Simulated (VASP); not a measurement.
A run of VASP 6.6.1 is set up as follows.

Contents of INCAR:

```
PREC = Accurate
ENCUT = 600
EDIFF = 1E-6
ISMEAR = 0
SIGMA = 0.1
LREAL = False
LASPH = True
NELM = 150
ALGO = Normal
ISIF = 3
LWAVE = False
LCHARG = False
ISPIN = 2
MAGMOM = 1 -1 0 0
LORBIT = 11
LMAXMIX = 4
LDAU = True
LDAUTYPE = 2
LDAUL = 2 -1
LDAUU = 6.2 0
LDAUJ = 0 0
LDAUPRINT = 1
GGA = PE
IBRION = 2
NSW = 80
EDIFFG = -0.01
```

File KPOINTS:

```
Automatic mesh
0
Gamma
  14 14 7
```

File POSCAR:

```
WO
1.0
    2.9278987875      0.0000000000      2.9278987875
    0.0000000000      2.9278987875      2.9278987875
    0.0000000000      0.0000000000      5.8557975750
W O
2 2
Direct
    1.0000000000      0.0000000000      0.0000000000
    1.0000000000      0.0000000000      0.5000000000
    0.5000000000      0.5000000000      0.7500000000
    0.5000000000      0.5000000000      0.2500000000
```

Potentials or basis: VASP PAW PBE potentials, release 64 (W_sv, O).

Run with:

```bash
$ cat potpaw_PBE.64/W_sv/POTCAR potpaw_PBE.64/O/POTCAR > POTCAR
$ mpirun -np 1 vasp_std > vasp.out
```

Predict the space group after relaxing (to 0.1 Å).

Pm-3m (No. 221).

Predict the net moment.

0.00 μB per cell.

What does it give for the band gap on the k mesh?

Zero (filled and empty bands overlap).

The path:
| step | energy change (eV) | largest force (eV/Å) | pressure (GPa) | volume (Å³) |
| --- | --- | --- | --- | --- |
| 1 | 0.0000 | 0.0000 | -7.66 | 50.20 |
| 2 | -0.3146 | 0.0000 | 9.31 | 45.96 |
| 3 | -0.3369 | 0.0000 | 7.09 | 46.40 |
| 4 | -0.3693 | 0.0000 | -0.73 | 48.13 |
| 5 | -0.3697 | 0.0000 | -0.01 | 47.96 |

Caveat: spin-orbit coupling is left out, which moves the levels of the heavy elements.
